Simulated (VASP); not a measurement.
Wanted: the native input for a VASP 6.6.1 run.

| Item | Value |
| --- | --- |
| Task | single point |
| Functional | PBE |
| Potentials or basis | VASP PAW PBE potentials, release 64 (Cs_sv, In_d, Pd) |
| Cutoff | 520 eV |
| k mesh | 4 × 4 × 2 |
| Occupations | gaussian, width 0.1 eV |
| Spin | no spin polarisation |
| Dipole correction | no |
| Further INCAR settings | ALGO = Normal; EDIFF = 1e-06; NBANDS = 28 |

The structure of Cs2InPd lies in POSCAR:

```
Cs2InPd
1.0
    4.1739572900      0.0000000000      0.0000000000
    0.0000000000      4.1739572900      0.0000000000
    0.0000000000      0.0000000000      8.4604833000
Cs In Pd
2 1 1
Direct
    0.0000000000      0.0000000000      0.7589930300
    0.0000000000      0.0000000000      0.2410069700
    0.5000000000      0.5000000000      0.5000000000
    0.5000000000      0.5000000000      0.0000000000
```

One way to write it, as run:

INCAR

```
SYSTEM = Cs2InPd
  PREC = Accurate
  ENCUT = 520
  EDIFF = 1E-6
  ISMEAR = 0
  SIGMA = 0.1
  LREAL = .False.
  LASPH = .True.
  NELM = 80
  ALGO = Normal
  ISIF = 2
  LWAVE = .False.
  LCHARG = .False.
  GGA = PE
  NBANDS = 28
```

KPOINTS

```
Automatic mesh
0
Gamma
  4 4 2
  0 0 0
```

Potentials or basis: VASP PAW PBE potentials, release 64 (Cs_sv, In_d, Pd).

Run with:

```console
$ cat potpaw_PBE.64/Cs_sv/POTCAR potpaw_PBE.64/In_d/POTCAR potpaw_PBE.64/Pd/POTCAR > POTCAR
$ mpirun -np 1 vasp_std > vasp.out
```

It gave:

```
Pressure      : 1.8 GPa
Largest force : 0.757 eV/Å
```

Caveat: the k points lie up to 0.38 Å⁻¹ apart.

It took 26 s on 1 thread of Intel(R) Xeon(R) 6975P-C (Granite Rapids) (shared host), peak memory 0.26 GiB.
